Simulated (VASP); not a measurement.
A run of VASP 6.6.1:

File INCAR:

```
SYSTEM = Ga
ALGO = Normal ; EDIFF = 1E-6
ENCUT = 520 ; GGA = PE
ISIF = 2 ; ISMEAR = -1
LASPH = .True. ; LCHARG = .False.
LREAL = .False. ; LWAVE = .False.
NBANDS = 20 ; NELM = 80
PREC = Accurate ; SIGMA = 0.08
```

Contents of KPOINTS:

```
k-points
0
Gamma
  12 12 10
  0 0 0
```

POSCAR

```
Ga
1.0
    1.4500000000     -4.0650000000      0.0000000000
    1.4500000000      4.0650000000      0.0000000000
    0.0000000000      0.0000000000      3.0749000000
Ga
2
Direct
    0.8670000000      0.1330000000      0.2500000000
    0.1330000000      0.8670000000      0.7500000000
```

Potentials or basis: VASP PAW PBE potentials, release 64 (Ga_d).

Command:

```bash
$ cat potpaw_PBE.64/Ga_d/POTCAR > POTCAR
$ mpirun -np 1 vasp_std > vasp.out
```

Hardware: 1 thread of Intel Xeon 8259CL, with other jobs on the host.

Estimate the wall time of this run.

Wall time 2.6 min on 1 thread of Intel Xeon 8259CL (shared host), peak memory 0.28 GiB. Counts: scf iterations 10, k points 258.
